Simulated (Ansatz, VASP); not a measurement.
# MgO in VASP and in Ansatz

POSCAR

```
MgO
1.0
    0.0000000000      2.1021674167      2.1652324392
    2.1021674167      0.0000000000      2.1652324392
    2.1021674167      2.1021674167      0.0000000000
Mg O
1 1
Direct
    0.0000000000      0.0000000000      0.0000000000
    0.5000000000      0.5000000000      0.5000000000
```

The input INCAR.step1:

```
SYSTEM = MgO
  PREC = Accurate
  ENCUT = 920
  ISMEAR = 0
  SIGMA = 0.01
  LREAL = .FALSE.
  LASPH = .TRUE.
  NELM = 120
  NBANDS = 15
  GGA = PE
  ALGO = Normal
  EDIFF = 1E-5
  LWAVE = .TRUE.
  LCHARG = .FALSE.
  GGA_COMPAT = .FALSE.
```

INCAR.step2

```
SYSTEM = MgO
  PREC = Accurate
  ENCUT = 920
  EDIFF = 1E-6
  ISMEAR = 0
  SIGMA = 0.01
  LREAL = .FALSE.
  LASPH = .TRUE.
  NELM = 120
  ALGO = Normal
  ISIF = 2
  LWAVE = .FALSE.
  LCHARG = .FALSE.
  METAGGA = R2SCAN
  LMIXTAU = .TRUE.
  NBANDS = 15
  ISTART = 1
  GGA_COMPAT = .FALSE.
```

Contents of KPOINTS:

```
regular mesh
0
G
  10 10 10
  0 0 0
```

Input for Ansatz:

```yaml
crystal:
  lattice:
    - [0.0, 2.1021674167, 2.1652324392]
    - [2.1021674167, 0.0, 2.1652324392]
    - [2.1021674167, 2.1021674167, 0.0]
  atoms:
    - { symbol: Mg, position: [0.0, 0.0, 0.0] }
    - { symbol: O, position: [0.5, 0.5, 0.5] }
kpoints:
  mp_grid: { grid: [10, 10, 10] }
  band_path:
    path:
      - [0.0, 0.0, 0.0]
      - [0.5, 0.0, 0.5]
      - [0.625, 0.25, 0.625]
      - [0.375, 0.375, 0.75]
      - [0.5, 0.5, 0.5]
      - [0.5, 0.25, 0.75]
    npoints: 1
hamiltonian:
  xc: r2scan
scf:
  occupations: { method: fixed }
  n_extra_bands: 4
output:
  forces: true
  stress: true
  eigenvalues: true
  write_density: true
  write_potential: true
  elf: true
  volumetric_format: npy
```

Change from the starting cell: uniaxial_z strain +3.0%.

Alike in both runs: task single point; functional r2SCAN; k mesh 10 × 10 × 10; no spin polarisation.

```csv
,VASP,Ansatz
version,VASP 6.6.1,Ansatz 0.2.0
potentials or method,"VASP PAW PBE potentials, release 64 (Mg_sv, O)","plane waves, PAW"
plane-wave cutoff (eV),920,500
occupations,"gaussian, width 0.01 eV",fixed
valence electrons in the cell,16,16
```

```tsv
	VASP	Ansatz	Ansatz less VASP
gap on the k mesh at the Fermi level (eV)	5.36	5.34	-0.017
pressure (GPa)	-3.8	-4.4	-0.56
traceless stress, the component that is largest in VASP (GPa)	-3.36	-3.39	-0.034
```

VASP's potentials were made for PBE, not for r2SCAN.
